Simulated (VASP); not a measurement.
# PtSe (P-6m2) in VASP: a series of runs, part 2 of 2

VASP 6.6.1.

## Step 3: Single point, PBE

This run uses another cell than the first one, of 21.01 Å³/atom, 1.021 times its volume.

Contents of INCAR:

```
ALGO = Normal
EDIFF = 1E-6
ENCUT = 520
GGA = PE
ISIF = 2
ISMEAR = -1
LASPH = True
LCHARG = False
LREAL = False
LWAVE = False
NBANDS = 15
NELM = 80
PREC = Accurate
SIGMA = 0.05
```

Contents of KPOINTS:

```
k-points
0
Gamma
  7 7 6
```

Contents of POSCAR:

```
PtSe
1.0
    3.6648516267      0.0000000000      0.0000000000
   -1.8324258084      3.1738546125      0.0000000000
    0.0000000000      0.0000000000      3.6128420300
Pt Se
1 1
Direct
    0.0000000000      0.0000000000      0.0000000000
    0.6666666667      0.3333333333      0.5000000000
```

Potentials or basis: VASP PAW PBE potentials, release 64 (Pt, Se).

The run is started by

```console
$ cat potpaw_PBE.64/Pt/POTCAR potpaw_PBE.64/Se/POTCAR > POTCAR
$ mpirun -np 1 vasp_std > vasp.out
```

OUTCAR:

```text
EDIFF = 1E-6
   ENCUT = 520
   GGA = PE
   ISIF = 2
   ISMEAR = -1
   LASPH = True
   LREAL = False
   NELM = 80
   PREC = Accurate

 ion  position               nearest neighbor table
   1  0.000  0.000  0.000-   2 2.78   2 2.78   2 2.78   2 2.78   2 2.78   2 2.78
   2  0.667  0.333  0.500-   1 2.78   1 2.78   1 2.78   1 2.78   1 2.78   1 2.78

  LATTYP: Found a hexagonal cell.
 ALAT       =     3.6648516267
 C/A-ratio  =     0.9858085396

  Lattice vectors:

 A1 = (   3.6648516267,   0.0000000000,   0.0000000000)
 A2 = (  -1.8324258084,   3.1738546125,   0.0000000000)
 A3 = (   0.0000000000,   0.0000000000,   3.6128420300)

Analysis of symmetry for initial positions (statically):
=====================================================================
 Subroutine PRICEL returns:
 Original cell was already a primitive cell.

 Routine SETGRP: Setting up the symmetry group for a
 hexagonal supercell.

 Subroutine GETGRP returns: Found 12 space group operations
 (whereof 12 operations were pure point group operations)
 out of a pool of 24 trial point group operations.

The static configuration has the point symmetry D_3h.

Analysis of symmetry for dynamics (positions and initial velocities):
=====================================================================
 Subroutine PRICEL returns:
 Original cell was already a primitive cell.

 Routine SETGRP: Setting up the symmetry group for a
 hexagonal supercell.

 Subroutine GETGRP returns: Found 12 space group operations
 (whereof 12 operations were pure point group operations)
 out of a pool of 24 trial point group operations.

The dynamic configuration has the point symmetry D_3h.

 Subroutine INISYM returns: Found 12 space group operations
 (whereof 12 operations are pure point group operations),
 and found     1 'primitive' translations

[... 122 lines left out ...]
   IVDW    =     0    specifies the selected vdW correction
   LEPSILON=     F    determine dielectric tensor
   LRPA    =     F    only Hartree local field effects (RPA)
 non-spin polarized calculation
  energy-cutoff  :      520.00
  volume of cell :       42.02
 maximum number of plane-waves:      1148
 NGX is ok and might be reduce to    28
   NGX = 13   NGY = 13   NGZ = 13

 number of electron      16.0000002 magnetization

 Free energy of the ion-electron system (eV)
  ---------------------------------------------------
  ext. energy  EPLUGINS =         0.00000000
  ---------------------------------------------------
  free energy    TOTEN  =        -9.03667493 eV

  energy without entropy =       -9.02651200  energy(sigma->0) =       -9.03159346

 E-fermi :   5.9404     XC(G=0): -10.8552

 val. band max:        5.8694588634   @ k =   0.4286   0.0000   0.1667
 cond. band min:       5.9556436247   @ k =   0.0000   0.0000   0.0000
 fundamental gap:      0.0861847613
 Fermi energy:         5.9404215468

 k-point     1 :       0.0000    0.0000    0.0000
  band No.  band energies     occupation
      1      -8.6118      2.00000
      2       2.3559      2.00000
      3       2.3559      2.00000
      4       2.4807      2.00000
      5       3.8306      2.00000
      6       3.9210      2.00000
      7       3.9210      2.00000
      8       5.9556      0.84894
      9       6.6202      0.00000
     10       6.6202      0.00000
     11      13.3428      0.00000
     12      13.8200      0.00000
     13      13.8200      0.00000
     14      18.8933      0.00000
[... 401 lines left out ...]
      2       0.6053      2.00000
      3       0.8434      2.00000
      4       1.4247      2.00000
      5       3.6404      2.00000
      6       4.5125      2.00000
      7       4.5851      2.00000
      8       5.5305      1.99945
      9       6.3609      0.00045
     10       7.7793      0.00000
     11      10.7694      0.00000
     12      14.4041      0.00000
     13      15.8402      0.00000
     14      16.8481      0.00000
     15      20.2477      0.00000

 [... further k-points ...]

------------------------ aborting loop because EDIFF is reached ----------------------------------------

  FORCE on cell =-STRESS in cart. coord.  units (eV):
  Direction    XX          YY          ZZ          XY          YZ          ZX
  --------------------------------------------------------------------------------------
  -------------------------------------------------------------------------------------
  Total       -2.2598325     -2.2598325     -3.6325479     -0.0000000      0.0000000      0.0000000
  in kB      -86.1577671    -86.1577673   -138.4935443     -0.0000001      0.0000000      0.0000000
  external PRESSURE =    -103.6030262 kB  Pullay stress =       0.0000000 kB

 VOLUME and BASIS-vectors are now :
 -----------------------------------------------------------------------------
  energy-cutoff  :      520.00
  volume of cell :       42.02
      direct lattice vectors                 reciprocal lattice vectors
     3.664851627  0.000000000  0.000000000     0.272862343  0.157537146  0.000000000
    -1.832425808  3.173854613  0.000000000     0.000000000  0.315074294  0.000000000
     0.000000000  0.000000000  3.612842030     0.000000000  0.000000000  0.276790403

 POSITION                                       TOTAL-FORCE (eV/Angst)
 -----------------------------------------------------------------------------------
      0.00000      0.00000      0.00000         0.000000      0.000000      0.000000
      1.83243      1.05795      1.80642         0.000000      0.000000      0.000000
 -----------------------------------------------------------------------------------
    total drift:                               -0.000000      0.000000      0.000000

  FREE ENERGIE OF THE ION-ELECTRON SYSTEM (eV)
  ---------------------------------------------------
  free  energy   TOTEN  =        -9.0366749274 eV

  energy  without entropy=       -9.0265120025  energy(sigma->0) =       -9.03159346
```

Run time: 7.7 s. Hardware: 1 thread of Intel Xeon 6975P-C (Granite Rapids), shared host; peak memory 0.17 GiB.

What came out:

* Free energy: -9.0367 eV
* Pressure: -10.4 GPa
* Band gap on the k mesh: zero (band 8 reaches 6.70 eV, above the bottom of band 9 at 5.87 eV)

Levels at points of the mesh, in eV from the Fermi level:
```
           k point  band 5  band 6  band 7  band 8  band 9  band 10  band 11  band 12
(0.00, 0.00, 0.00)   -2.11   -2.02   -2.02    0.02    0.68     0.68     7.40     7.88
(0.00, 0.00, 0.50)   -2.51   -2.51   -1.58    0.56    0.56     5.02     5.64    10.90
```

Caveat: spin-orbit coupling is left out, which moves the levels of the heavy elements.

## Step 4: Single point, PBE

This run uses another cell than the first one, of 21.44 Å³/atom, 1.041 times its volume.

Contents of INCAR:

```
PREC     = Accurate       # precision mode
ENCUT    = 520            # plane-wave cutoff, eV
EDIFF    = 1E-6           # SCF threshold, eV
ISMEAR   = -1             # smearing method
SIGMA    = 0.05           # smearing width, eV
LREAL    = F              # projectors in reciprocal space
LASPH    = T              # aspherical terms in the spheres
NELM     = 100            # most SCF steps
ALGO     = Normal         # electronic algorithm
ISIF     = 2              # what is computed and relaxed
LWAVE    = F              # write WAVECAR
LCHARG   = F              # write CHGCAR
GGA      = PE             # functional
NBANDS   = 15             # bands
```

Contents of KPOINTS:

```
regular mesh
0
Gamma
  7 7 6
```

Contents of POSCAR:

```
PtSe
1.0
    3.7018703300      0.0000000000      0.0000000000
   -1.8509351600      3.2059137500      0.0000000000
    0.0000000000      0.0000000000      3.6128420300
Pt Se
1 1
Direct
    0.0000000000      0.0000000000      0.0000000000
    0.6666666667      0.3333333333      0.5000000000
```

The run is started by

```console
$ cat potpaw_PBE.64/Pt/POTCAR potpaw_PBE.64/Se/POTCAR > POTCAR
$ mpirun -np 1 vasp_std > vasp.out
```

Run time: 7.9 s. Hardware: 1 thread of Intel Xeon 6975P-C (Granite Rapids), shared host; peak memory 0.16 GiB.

Results (log left out):

```yaml
Free_energy: -8.9879 eV
Pressure: -11.5 GPa
Band_gap_on_the_k_mesh: zero (band 8 reaches 6.42 eV, above the bottom of band 9 at 5.61 eV)
```

Stress tensor (GPa, compression positive):
```
 -9.79   0.00   0.00
  0.00  -9.79   0.00
  0.00   0.00 -15.05
```

Levels at points of the mesh, in eV from the Fermi level:
| k point | band 5 | band 6 | band 7 | band 8 | band 9 | band 10 | band 11 | band 12 |
| --- | --- | --- | --- | --- | --- | --- | --- | --- |
| (0.00, 0.00, 0.00) | -1.98 | -1.96 | -1.96 | -0.05 | 0.65 | 0.65 | 7.43 | 7.80 |
| (0.00, 0.00, 0.50) | -2.43 | -2.43 | -1.49 | 0.53 | 0.53 | 4.92 | 5.53 | 10.73 |

Caveat: spin-orbit coupling is left out, which moves the levels of the heavy elements.

## Step 5: Overview

| cell | gap on the mesh (eV) | pressure (GPa) |
| --- | --- | --- |
| a = 3.628, b = 3.628, c = 3.613 Å, angles 90.0, 90.0, 120.0°, 2 atoms | none | -9.0 |
| a = 3.665, b = 3.665, c = 3.613 Å, angles 90.0, 90.0, 120.0°, 2 atoms | none | -10.4 |
| a = 3.702, b = 3.702, c = 3.613 Å, angles 90.0, 90.0, 120.0°, 2 atoms | none | -11.5 |

Alike in all rows: task single point; level PBE; potentials or basis VASP PAW PBE potentials, release 64 (Pt, Se); no spin polarisation; k mesh 7 × 7 × 6; cutoff (eV) 520; smearing fermi-dirac 0.05 eV.

Caveats: spin-orbit coupling is left out, which moves the levels of the heavy elements.

Absolute energies hang on the potentials; compare differences alone.
